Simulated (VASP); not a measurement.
A run of VASP 6.6.1 is set up as follows.

File INCAR:

```
  PREC = Accurate
  ENCUT = 520
  EDIFF = 1E-6
  ISMEAR = 0
  SIGMA = 0.01
  LREAL = False
  LASPH = True
  NELM = 60
  ALGO = Normal
  ISIF = 2
  LWAVE = False
  LCHARG = False
  GGA = PE
  NBANDS = 16
```

Contents of KPOINTS:

```
Automatic mesh
0
Gamma
  9 9 6
```

File POSCAR:

```
MgO
1.0
    3.5554601159      0.0000000000      0.0000000000
   -1.7777300580      3.0791187825      0.0000000000
    0.0000000000      0.0000000000      4.2805622203
Mg O
2 2
Direct
    0.3333333333      0.6666666667      0.2500000000
    0.6666666667      0.3333333333      0.7500000000
    0.6666666667      0.3333333333      0.2500000000
    0.3333333333      0.6666666667      0.7500000000
```

Potentials or basis: VASP PAW PBE potentials, release 64 (Mg, O).

Launch:

```sh
$ cat potpaw_PBE.64/Mg/POTCAR potpaw_PBE.64/O/POTCAR > POTCAR
$ mpirun -np 1 vasp_std > vasp.out
```

**Question.** What does it give for the pressure?

**Answer.** -4.0 GPa.

**Question.** Predict the band gap on the k mesh.

**Answer.** 3.11 eV, direct.

Stress tensor (GPa, compression positive):
```
-3.85  0.00  0.00
 0.00 -3.85  0.00
 0.00  0.00 -4.17
```
